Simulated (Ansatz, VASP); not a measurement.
# Two plane-wave programs on MgCd3O4

INCAR

```
ALGO = Normal
EDIFF = 1E-6
ENCUT = 520
GGA = PE
ISIF = 2
ISMEAR = 0
ISPIN = 2
LASPH = T
LCHARG = T
LELF = T
LORBIT = 11
LREAL = F
LVHAR = T
LWAVE = F
MAGMOM = 0 0 0 0 1 1 1 1
NBANDS = 45
NELM = 150
PREC = Accurate
SIGMA = 0.1
```

The input KPOINTS:

```
k-points
0
Gamma
  4 4 6
```

File POSCAR:

```
MgCd3O4
1.0
    3.3001728000     -4.6678028000      0.0000000000
    3.3001728000      4.6678028000      0.0000000000
    0.0000000000      0.0000000000      3.2862608000
Mg Cd O
1 3 4
Direct
    0.5000000000      0.5000000000      0.5000000000
    0.0000000000      0.5000000000      0.0000000000
    0.0000000000      0.0000000000      0.5000000000
    0.5000000000      0.0000000000      0.0000000000
    0.7316240000      0.7316240000      0.0000000000
    0.7359300000      0.2640700000      0.5000000000
    0.2640700000      0.7359300000      0.5000000000
    0.2683760000      0.2683760000      0.0000000000
```

Input for Ansatz:

```yaml
crystal:
  lattice:
    - [3.3001728, -4.6678028, 0.0]
    - [3.3001728, 4.6678028, 0.0]
    - [0.0, 0.0, 3.2862608]
  atoms:
    - { symbol: Mg, position: [0.5, 0.5, 0.5] }
    - { symbol: Cd, position: [0.0, 0.5, 0.0] }
    - { symbol: Cd, position: [0.0, 0.0, 0.5] }
    - { symbol: Cd, position: [0.5, 0.0, 0.0] }
    - { symbol: O, position: [0.731624, 0.731624, 0.0], spin: 1.0 }
    - { symbol: O, position: [0.73593, 0.26407, 0.5], spin: 1.0 }
    - { symbol: O, position: [0.26407, 0.73593, 0.5], spin: 1.0 }
    - { symbol: O, position: [0.268376, 0.268376, 0.0], spin: 1.0 }
basis:
  ecutwfc: 420
kpoints:
  mp_grid: { grid: [4, 4, 6] }
hamiltonian:
  xc: pbe
scf:
  occupations: { method: gaussian, width: 0.1 }
  lower_state_search: "off"
output:
  forces: true
  stress: true
  eigenvalues: true
  populations: true
magnetization:
  spin_polarized: true
```

Alike in both runs: task single point; functional PBE; k mesh 4 × 4 × 6; occupations gaussian, width 0.1 eV; collinear spin.

```csv
,VASP,Ansatz
version,VASP 6.6.1,Ansatz 0.2.0
potentials or method,"VASP PAW PBE potentials, release 64 (Mg, Cd, O), cutoff 520 eV","scalar-relativistic, plane waves, PAW"
valence electrons in the cell,62,94
```

|  | VASP | Ansatz | Ansatz less VASP |
| --- | --- | --- | --- |
| gap on the k mesh at the Fermi level (eV) | none | none | - |
| pressure (GPa) | 1.0 | 0.0 | -0.94 |
| traceless stress, the component that is largest in VASP (GPa) | -0.05 | 0.00 | +0.049 |
| rms of the force components (eV/Å) | 0.028 | 0.001 | -0.0267 |
| net moment per atom (μB) | 0.00 | 0.00 | 0.000 |

Atom by atom the forces differ by 0.027 eV/Å (rms over components). A gap of «none» marks a metal or a gap that the smearing closes. The functional is the same, so the differences come from potentials, cutoffs and numerics. VASP's potentials hold 62 valence electrons a cell and Ansatz's 94, so a difference there can come from the potentials and not from the codes. Ansatz's warnings: seeded moment not kept.
